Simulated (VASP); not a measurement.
# KCl (Pm-3m) in VASP: notebook

KCl is run at these levels: LDA, PBE, r2SCAN; tasks: single point.

Program: VASP 6.6.1. These are calculated values, not measurements. Logs are shortened: lines on timing, memory, paths and dates and some standing lists are left out, and cuts for length are marked.

### Step 1. The cell of the first run

Symmetry: Pm-3m, No. 221, cubic system. The conventional cell has a = 3.771 Å, b = 3.771 Å, c = 3.771 Å, α = 90.00°, β = 90.00°, γ = 90.00°. K (site symmetry m-3m) has 8 Cl at 3.27 Å and 6 K at 3.77 Å within 4.3 Å. Cl (site symmetry m-3m) has 8 K at 3.27 Å and 6 Cl at 3.77 Å within 4.3 Å.

### Step 2. Single point, LDA

File INCAR:

```
ALGO     = Normal         # electronic algorithm
EDIFF    = 1E-6           # SCF threshold, eV
ENCUT    = 520            # plane-wave cutoff, eV
ISIF     = 2              # what is computed and relaxed
ISMEAR   = 0              # smearing method
LASPH    = T              # aspherical terms in the spheres
LCHARG   = F              # write CHGCAR
LREAL    = F              # projectors in reciprocal space
LWAVE    = F              # write WAVECAR
NBANDS   = 15             # bands
NELM     = 100            # most SCF steps
PREC     = Accurate       # precision mode
SIGMA    = 0.01           # smearing width, eV
```

File KPOINTS:

```
k-points
0
Gamma
  4 4 4
```

File POSCAR:

```
KCl
1.0
    3.7711682852      0.0000000000      0.0000000000
    0.0000000000      3.7711682852      0.0000000000
    0.0000000000      0.0000000000      3.7711682852
K Cl
1 1
Direct
    0.0000000000      0.0000000000      0.0000000000
    0.5000000000      0.5000000000      0.5000000000
```

Potentials or basis: VASP PAW LDA potentials, release 64 (K_sv, Cl).

The run is started by

```
cat potpaw_LDA.64/K_sv/POTCAR potpaw_LDA.64/Cl/POTCAR > POTCAR
mpirun -np 1 vasp_std > vasp.out
```

OUTCAR:

```text
EDIFF = 1E-6
   ENCUT = 520
   ISIF = 2
   ISMEAR = 0
   LASPH = T
   LREAL = F
   NELM = 100
   PREC = Accurate

 ion  position               nearest neighbor table
   1  0.000  0.000  0.000-
   2  0.500  0.500  0.500-

  LATTYP: Found a simple cubic cell.
 ALAT       =     3.7711682852

  Lattice vectors:

 A1 = (   3.7711682852,   0.0000000000,   0.0000000000)
 A2 = (   0.0000000000,   3.7711682852,   0.0000000000)
 A3 = (   0.0000000000,   0.0000000000,   3.7711682852)

Analysis of symmetry for initial positions (statically):
=====================================================================
 Subroutine PRICEL returns:
 Original cell was already a primitive cell.

 Routine SETGRP: Setting up the symmetry group for a
 simple cubic supercell.

 Subroutine GETGRP returns: Found 48 space group operations
[... 9 lines left out ...]

 Routine SETGRP: Setting up the symmetry group for a
 simple cubic supercell.

 Subroutine GETGRP returns: Found 48 space group operations
[... 11 lines left out ...]
                                     Primitive cell

  volume of cell :      53.6325

  direct lattice vectors                    reciprocal lattice vectors
     3.771168285  0.000000000  0.000000000     0.265169816  0.000000000  0.000000000
     0.000000000  3.771168285  0.000000000     0.000000000  0.265169816  0.000000000
     0.000000000  0.000000000  3.771168285     0.000000000  0.000000000  0.265169816

  length of vectors
     3.771168285  3.771168285  3.771168285     0.265169816  0.265169816  0.265169816

  position of ions in fractional coordinates (direct lattice)
     0.000000000  0.000000000  0.000000000
     0.500000000  0.500000000  0.500000000

  ion indices of the primitive-cell ions
   primitive index   ion index
                 1           1
                 2           2

----------------------------------------------------------------------------------------

 KPOINTS: k-points

Automatic generation of k-mesh.
 Grid dimensions read from file:
 generate k-points for:    4    4    4

 Generating k-lattice:

  Cartesian coordinates                     Fractional coordinates (reciprocal lattice)
     0.066292454  0.000000000  0.000000000     0.250000000  0.000000000  0.000000000
     0.000000000  0.066292454  0.000000000     0.000000000  0.250000000  0.000000000
     0.000000000  0.000000000  0.066292454     0.000000000  0.000000000  0.250000000

  Length of vectors
     0.066292454  0.066292454  0.066292454

  Shift w.r.t. Gamma in fractional coordinates (k-lattice)
     0.000000000  0.000000000  0.000000000

 Subroutine IBZKPT returns following result:
 ===========================================

 Found     10 irreducible k-points:

 Following reciprocal coordinates:
            Coordinates               Weight
  0.000000  0.000000  0.000000      1.000000
  0.250000  0.000000  0.000000      6.000000
  0.500000  0.000000  0.000000      3.000000
  0.250000  0.250000  0.000000     12.000000
  0.500000  0.250000  0.000000     12.000000
  0.500000  0.500000  0.000000      3.000000
  0.250000  0.250000  0.250000      8.000000
  0.500000  0.250000  0.250000     12.000000
  0.500000  0.500000  0.250000      6.000000
  0.500000  0.500000  0.500000      1.000000
   k-points           NKPTS =     10   k-points in BZ     NKDIM =     10   number of bands    NBANDS=     15
   number of dos      NEDOS =    301   number of ions     NIONS =      2
   total plane-waves  NPLWV =  21952
   dimension x,y,z NGX =    28 NGY =   28 NGZ =   28
   dimension x,y,z NGXF=    56 NGYF=   56 NGZF=   56
   ions per type =               1   1
   NGX,Y,Z   is equivalent  to a cutoff of  12.34, 12.34, 12.34 a.u.
   NGXF,Y,Z  is equivalent  to a cutoff of  24.69, 24.69, 24.69 a.u.
 SYSTEM =  unknown system
   PREC   = accura    normal or accurate (medium, high low for compatibility)
   ISTART =      0    job   : 0-new  1-cont  2-samecut
   ICHARG =      2    charge: 1-file 2-atom 10-const
   ISPIN  =      1    spin polarized calculation?
   LNONCOLLINEAR =      F non collinear calculations
   LSORBIT =      F    spin-orbit coupling
   LASPH  =      T    aspherical Exc in radial PAW
   ENCUT  =  520.0 eV  38.22 Ry    6.18 a.u.   7.01  7.01  7.01*2*pi/ulx,y,z
   NELM   =    100;   NELMIN=  2; NELMDL= -5     # of ELM steps
   EDIFF  = 0.1E-05   stopping-criterion for ELM
   LREAL  =      F    real-space projection
   EDIFFG = 0.1E-04   stopping-criterion for IOM
   NSW    =      0    number of steps for IOM
   IBRION =     -1    ionic relax: 0-MD 1-quasi-New 2-CG
   NFREE  =      0    steps in history (QN), initial steepest desc. (CG)
   ISIF   =      2    stress and relaxation
   ISYM   =      2    0-nonsym 1-usesym 2-fastsym
   POTIM  = 0.5000    time-step for ionic-motion
   TEBEG  =    0.0;   TEEND  =   0.0 temperature during run
   PSTRESS=    0.0 pullay stress
   NELECT =      16.0000    total number of electrons
   NUPDOWN=      -1.0000    fix difference up-down
   EMIN   =  10.00;   EMAX   =-10.00  energy-range for DOS
   EFERMI =   0.00;   METHOD = LEGACY
   ISMEAR =     0;   SIGMA  =   0.01  broadening in eV -4-tet -1-fermi 0-gaus
   EFERMI_NEDOS =   21; number of points for ismear=-14 and -15
   IALGO  =     38    algorithm
   IMIX   =      4    mixing-type and parameters
     AMIX     =   0.40;   BMIX     =  1.00
     AMIX_MAG =   1.60;   BMIX_MAG =  1.00
  volume/ion in A,a.u.               =      26.82       180.96
  Fermi-wavevector in a.u.,A,eV,Ry     =   1.093886  2.067146 16.280562  1.196588
  Thomas-Fermi vector in A             =   2.230181
   LORBIT       =      0    0 simple, 1 ext, 2 COOP (PROOUT), +10 PAW based schemes
   GGA     = CA    functional components
   LHFCALC =     F    Hartree Fock is set to
   AEXX    =    0.0000 exact exchange contribution
   IVDW    =     0    specifies the selected vdW correction
   LEPSILON=     F    determine dielectric tensor
   LRPA    =     F    only Hartree local field effects (RPA)
 non-spin polarized calculation
 Gauss-broadening in eV      SIGMA  =   0.01
  energy-cutoff  :      520.00
  volume of cell :       53.63
 maximum number of plane-waves:      1472
   NGX = 15   NGY = 15   NGZ = 15

 number of electron      15.9999999 magnetization

 Free energy of the ion-electron system (eV)
  ---------------------------------------------------
  ext. energy  EPLUGINS =         0.00000000
  ---------------------------------------------------
  free energy    TOTEN  =        -7.30266245 eV

  energy without entropy =       -7.30266245  energy(sigma->0) =       -7.30266245

 E-fermi :  -0.7306     XC(G=0):  -8.8555

 val. band max:       -0.7916977005   @ k =   0.5000   0.5000   0.0000
 cond. band min:       3.7995054569   @ k =   0.0000   0.0000   0.0000
 fundamental gap:      4.5912031574
 Fermi energy:        -0.7305878570

 k-point     1 :       0.0000    0.0000    0.0000
  band No.  band energies     occupation
      1     -28.3893      2.00000
      2     -13.3816      2.00000
      3     -11.9971      2.00000
      4     -11.9971      2.00000
      5     -11.9971      2.00000
      6      -1.0140      2.00000
      7      -1.0140      2.00000
      8      -1.0140      2.00000
      9       3.7995      0.00000
     10       5.3916      0.00000
     11       5.3916      0.00000
     12       9.8280      0.00000
     13       9.8280      0.00000
     14       9.8280      0.00000
     15      12.9181      0.00000

 k-point     2 :       0.2500    0.0000    0.0000
  band No.  band energies     occupation
      1     -28.3762      2.00000
      2     -13.4782      2.00000
      3     -11.9770      2.00000
      4     -11.9770      2.00000
      5     -11.9239      2.00000
      6      -2.0306      2.00000
      7      -1.0266      2.00000
      8      -1.0266      2.00000
      9       5.0884      0.00000
     10       5.9111      0.00000
     11       6.5948      0.00000
     12       9.6502      0.00000
     13       9.6502      0.00000
     14      10.1183      0.00000
     15      10.9339      0.00000

 k-point     3 :       0.5000    0.0000    0.0000
  band No.  band energies     occupation
      1     -28.3629      2.00000
      2     -13.5792      2.00000
      3     -11.9568      2.00000
      4     -11.9568      2.00000
      5     -11.8358      2.00000
      6      -2.7942      2.00000
      7      -1.0410      2.00000
      8      -1.0410      2.00000
      9       6.7866      0.00000
     10       6.8244      0.00000
     11       7.4159      0.00000
     12       9.0897      0.00000
     13       9.6825      0.00000
     14       9.6825      0.00000
     15      10.4828      0.00000

 k-point     4 :       0.2500    0.2500    0.0000
  band No.  band energies     occupation
      1     -28.3636      2.00000
      2     -13.4144      2.00000
      3     -12.1404      2.00000
      4     -11.9595      2.00000
      5     -11.8898      2.00000
      6      -1.9992      2.00000
      7      -1.6538      2.00000
      8      -0.9738      2.00000
      9       5.7447      0.00000
     10       6.3092      0.00000
     11       7.4150      0.00000
     12       8.7573      0.00000
     13       9.1192      0.00000
     14       9.8553      0.00000
     15      11.1159      0.00000

 k-point     5 :       0.5000    0.2500    0.0000
  band No.  band energies     occupation
      1     -28.3509      2.00000
      2     -13.3714      2.00000
      3     -12.1226      2.00000
      4     -12.0103      2.00000
      5     -11.9417      2.00000
      6      -2.4663      2.00000
      7      -1.6288      2.00000
      8      -0.9206      2.00000
      9       5.9817      0.00000
     10       6.6471      0.00000
     11       8.2162      0.00000
     12       8.7139      0.00000
     13       8.7298      0.00000
     14       9.4919      0.00000
     15      11.3642      0.00000

 k-point     6 :       0.5000    0.5000    0.0000
  band No.  band energies     occupation
      1     -28.3388      2.00000
      2     -13.0688      2.00000
      3     -12.2811      2.00000
      4     -12.2811      2.00000
      5     -11.9266      2.00000
      6      -2.1126      2.00000
      7      -2.1126      2.00000
      8      -0.7917      2.00000
      9       5.0484      0.00000
     10       6.2449      0.00000
     11       7.9589      0.00000
     12       7.9589      0.00000
     13      10.5576      0.00000
     14      10.5576      0.00000
     15      11.5061      0.00000

 k-point     7 :       0.2500    0.2500    0.2500
  band No.  band energies     occupation
      1     -28.3514      2.00000
      2     -13.3081      2.00000
      3     -12.1125      2.00000
      4     -12.1125      2.00000
      5     -11.9221      2.00000
      6      -1.8050      2.00000
      7      -1.6888      2.00000
      8      -1.6888      2.00000
      9       6.6942      0.00000
     10       7.2930      0.00000
     11       7.2930      0.00000
     12       8.0556      0.00000
     13       8.6983      0.00000
     14       8.6983      0.00000
     15      12.7984      0.00000

 k-point     8 :       0.5000    0.2500    0.2500
  band No.  band energies     occupation
      1     -28.3392      2.00000
      2     -13.2053      2.00000
      3     -12.1087      2.00000
      4     -12.1016      2.00000
      5     -12.0844      2.00000
      6      -2.3305      2.00000
      7      -1.7268      2.00000
      8      -1.5258      2.00000
      9       6.6293      0.00000
     10       7.1403      0.00000
     11       7.4160      0.00000
     12       8.8041      0.00000
     13       8.8089      0.00000
     14       9.2189      0.00000
     15      11.7034      0.00000

 k-point     9 :       0.5000    0.5000    0.2500
  band No.  band energies     occupation
      1     -28.3274      2.00000
      2     -12.9866      2.00000
      3     -12.2453      2.00000
      4     -12.2453      2.00000
      5     -12.0702      2.00000
      6      -2.2019      2.00000
      7      -2.2019      2.00000
      8      -1.6274      2.00000
      9       6.1528      0.00000
     10       7.7306      0.00000
     11       7.8103      0.00000
     12       7.8103      0.00000
     13       9.8386      0.00000
     14       9.8386      0.00000
     15      11.5620      0.00000

 k-point    10 :       0.5000    0.5000    0.5000
  band No.  band energies     occupation
      1     -28.3160      2.00000
      2     -12.9009      2.00000
      3     -12.2090      2.00000
      4     -12.2090      2.00000
      5     -12.2090      2.00000
      6      -2.2940      2.00000
      7      -2.2940      2.00000
      8      -2.2940      2.00000
      9       7.8237      0.00000
     10       7.8237      0.00000
     11       7.8237      0.00000
     12       9.1048      0.00000
     13       9.1048      0.00000
     14       9.1048      0.00000
     15      11.6240      0.00000

------------------------ aborting loop because EDIFF is reached ----------------------------------------

  FORCE on cell =-STRESS in cart. coord.  units (eV):
  Direction    XX          YY          ZZ          XY          YZ          ZX
  --------------------------------------------------------------------------------------
  -------------------------------------------------------------------------------------
  Total       -0.7848975     -0.7848975     -0.7848975      0.0000000     -0.0000000     -0.0000000
  in kB      -23.4474587    -23.4474587    -23.4474587      0.0000000     -0.0000000     -0.0000000
  external PRESSURE =     -23.4474587 kB  Pullay stress =       0.0000000 kB

 VOLUME and BASIS-vectors are now :
 -----------------------------------------------------------------------------
  energy-cutoff  :      520.00
  volume of cell :       53.63
      direct lattice vectors                 reciprocal lattice vectors
     3.771168285  0.000000000  0.000000000     0.265169816  0.000000000  0.000000000
     0.000000000  3.771168285  0.000000000     0.000000000  0.265169816  0.000000000
     0.000000000  0.000000000  3.771168285     0.000000000  0.000000000  0.265169816

 POSITION                                       TOTAL-FORCE (eV/Angst)
 -----------------------------------------------------------------------------------
      0.00000      0.00000      0.00000         0.000000      0.000000      0.000000
      1.88558      1.88558      1.88558         0.000000      0.000000      0.000000
 -----------------------------------------------------------------------------------
    total drift:                               -0.000000      0.000000      0.000000

  FREE ENERGIE OF THE ION-ELECTRON SYSTEM (eV)
  ---------------------------------------------------
  free  energy   TOTEN  =        -7.3026624472 eV

  energy  without entropy=       -7.3026624472  energy(sigma->0) =       -7.30266245
```

It took 5.5 s on 1 thread of Intel Xeon Platinum 8375C at 2.90GHz (Ice Lake), shared host; peak memory 0.14 GiB.

What came out:

- Free energy: -7.3027 eV
- Pressure: -2.3 GPa
- Band gap on the k mesh: 4.59 eV, indirect (least direct gap 4.81 eV)

Levels at points of the mesh, in eV from the valence-band top:
```
           k point  band 6  band 7  band 8  band 9  band 10  band 11
(0.00, 0.00, 0.00)   -0.22   -0.22   -0.22    4.59     6.18     6.18
(0.50, 0.00, 0.00)   -2.00   -0.25   -0.25    7.58     7.62     8.21
(0.50, 0.50, 0.00)   -1.32   -1.32    0.00    5.84     7.04     8.75
(0.50, 0.50, 0.50)   -1.50   -1.50   -1.50    8.62     8.62     8.62
```

A k mesh can miss the band edges. Expect the measured gap to be larger: semilocal functionals such as LDA lack the derivative discontinuity.

### Step 3. Single point, PBE

File INCAR:

```
SYSTEM = KCl
ALGO     = Normal         ! electronic algorithm
EDIFF    = 1E-7           ! SCF threshold, eV
ENCUT    = 520            ! plane-wave cutoff, eV
GGA      = PE             ! functional
ISIF     = 2              ! what is computed and relaxed
ISMEAR   = 0              ! smearing method
LASPH    = .True.         ! aspherical terms in the spheres
LCHARG   = .False.        ! write CHGCAR
LREAL    = .False.        ! projectors in reciprocal space
LWAVE    = .False.        ! write WAVECAR
NBANDS   = 15             ! bands
NELM     = 80             ! most SCF steps
PREC     = Accurate       ! precision mode
SIGMA    = 0.01           ! smearing width, eV
```

File KPOINTS:

```
k-points
0
Gamma
  4 4 4
  0 0 0
```

POSCAR is that of step 2.

Potentials or basis: VASP PAW PBE potentials, release 64 (K_sv, Cl).

The run is started by

```
cat potpaw_PBE.64/K_sv/POTCAR potpaw_PBE.64/Cl/POTCAR > POTCAR
mpirun -np 1 vasp_std > vasp.out
```

Run time: 6.3 s. Hardware: 1 thread of Intel Xeon Platinum 8375C at 2.90GHz (Ice Lake), shared host; peak memory 0.15 GiB.

The run converged. Its results:

| Property | Result |
| --- | --- |
| Free energy | -6.6428 eV |
| Pressure | 1.1 GPa |
| Band gap on the k mesh | 5.03 eV, indirect (least direct gap 5.24 eV) |

Levels at points of the mesh, in eV from the valence-band top:
```tsv
k point	band 5	band 6	band 7	band 8	band 9	band 10	band 11	band 12
(0.00, 0.00, 0.00)	-11.35	-0.21	-0.21	-0.21	5.03	6.52	6.52	10.78
(0.50, 0.00, 0.00)	-11.19	-1.90	-0.23	-0.23	7.94	7.97	8.54	10.16
(0.50, 0.50, 0.00)	-11.29	-1.27	-1.27	0.00	6.22	7.35	8.99	8.99
(0.50, 0.50, 0.50)	-11.55	-1.44	-1.44	-1.44	8.98	8.98	8.98	10.12
```

A k mesh can miss the band edges.

### Step 4. Single point, r2SCAN

POSCAR is that of step 3.

File INCAR.step1:

```
SYSTEM = KCl
ALGO = Normal
EDIFF = 1E-4
ENCUT = 520
GGA = PE
ISMEAR = 0
LASPH = .TRUE.
LCHARG = .FALSE.
LREAL = .FALSE.
LWAVE = .TRUE.
NBANDS = 15
NELM = 100
PREC = Accurate
SIGMA = 0.01
```

File INCAR.step2:

```
SYSTEM = KCl
ALGO = Normal
EDIFF = 1E-6
ENCUT = 520
ISIF = 2
ISMEAR = 0
ISTART = 1
LASPH = .TRUE.
LCHARG = .FALSE.
LMIXTAU = .TRUE.
LREAL = .FALSE.
LWAVE = .FALSE.
METAGGA = R2SCAN
NBANDS = 15
NELM = 100
PREC = Accurate
SIGMA = 0.01
```

File KPOINTS:

```
k-points
0
G
  4 4 4
  0 0 0
```

The run is started by

```
cat potpaw_PBE.64/K_sv/POTCAR potpaw_PBE.64/Cl/POTCAR > POTCAR
cp INCAR.step1 INCAR
mpirun -np 1 vasp_std > vasp.out
cp INCAR.step2 INCAR
mpirun -np 1 vasp_std > vasp.out
```

It took 24 s on 1 thread of Intel Xeon Platinum 8375C at 2.90GHz (Ice Lake), shared host; peak memory 0.16 GiB.

Results (log left out):

```yaml
Free_energy: -16.4056 eV
Pressure: 0.0 GPa
Band_gap_on_the_k_mesh: 5.81 eV, indirect (least direct gap 6.02 eV)
```

Levels at points of the mesh, in eV from the valence-band top:
```
           k point  band 6  band 7  band 8  band 9  band 10  band 11
(0.00, 0.00, 0.00)   -0.22   -0.22   -0.22    5.81     7.09     7.09
(0.50, 0.00, 0.00)   -1.90   -0.23   -0.23    8.55     8.73     9.32
(0.50, 0.50, 0.00)   -1.30   -1.30    0.00    6.86     8.08     9.73
(0.50, 0.50, 0.50)   -1.45   -1.45   -1.45    9.67     9.67     9.67
```

Caveat: the PAW data sets were made with another functional, which shifts forces and pressure a little.

### Step 5. Overview

```tsv
level	potentials or basis	gap on the mesh (eV)	pressure (GPa)
LDA	VASP PAW LDA potentials, release 64 (K_sv, Cl)	4.59	-2.3
PBE	VASP PAW PBE potentials, release 64 (K_sv, Cl)	5.03	1.1
r2SCAN	VASP PAW PBE potentials, release 64 (K_sv, Cl)	5.81	0.0
```

Alike in all rows: task single point; no spin polarisation; cell as given; k mesh 4 × 4 × 4; cutoff (eV) 520; smearing gaussian 0.01 eV.

Caveats: the PAW data sets were made with another functional, which shifts forces and pressure a little (some runs).

Total energies depend on the potentials used, so only differences within one code and one set of settings carry meaning.
